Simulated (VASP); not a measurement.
Runs of VASP 6.6.1 on MgO. The structure is that of space group P6_222 (No. 180), or close to it. The cells are those of the table. 

```tsv
task	cell	k mesh	cutoff (eV)	smearing	gap on the mesh (eV)	pressure (GPa)
single point	a = 3.116, b = 3.116, c = 7.747 Å, angles 90.0, 90.0, 120.0°, 6 atoms	6 × 6 × 4	520	gaussian 0.1 eV	3.00	-0.5
single point	a = 3.103, b = 3.103, c = 6.796 Å, angles 90.0, 90.0, 120.0°, 6 atoms	6 × 6 × 4	520	gaussian 0.1 eV	(a)	28.0
relaxation of cell and atoms	relaxed from a = 3.103, b = 3.103, c = 6.796 Å, angles 90.0, 90.0, 120.0°, 6 atoms	6 × 6 × 4	600	gaussian 0.1 eV	3.03	0.0
single point	a = 3.116, b = 3.116, c = 7.750 Å, angles 90.0, 90.0, 120.0°, 6 atoms	12 × 12 × 4	520	gaussian 0.02 eV	3.00	-0.5
```

Alike in all rows: level PBE; potentials or basis VASP PAW PBE potentials, release 64 (Mg, O); no spin polarisation.

Q: Estimate the missing entries.

A: (a) 3.80.

A k mesh can miss the band edges.
